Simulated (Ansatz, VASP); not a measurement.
## Pd in VASP and in Ansatz

```xyz
1
Lattice="-1.5723 1.5723 1.5723 1.5723 -1.5723 1.5723 1.5723 1.5723 -1.5723" Properties=species:S:1:pos:R:3 pbc="T T T"
Pd    0.0000    0.0000    0.0000
```

Alike in both runs: task relaxation of cell and atoms; functional PBEsol; k mesh 13 × 13 × 13; occupations gaussian, width 0.01 eV; no spin polarisation.

```csv
,VASP,Ansatz
version,VASP 6.6.1,Ansatz 0.2.0
potentials or method,"VASP PAW PBE potentials, release 64 (Pd)","plane waves, PAW"
plane-wave cutoff (eV),600,420
valence electrons in the cell,10,18
```

```tsv
	VASP	Ansatz	Ansatz less VASP
relaxed volume (Å³/atom)	14.64	14.66	+0.023
relaxed cell length with the largest relative difference (Å)	2.669	2.671	+0.0014
```

VASP's potentials were made for PBE, not for PBEsol. VASP's potentials hold 10 valence electrons a cell and Ansatz's 18, so a difference there can come from the potentials and not from the codes. Ansatz's warnings: stress scf threshold loose.
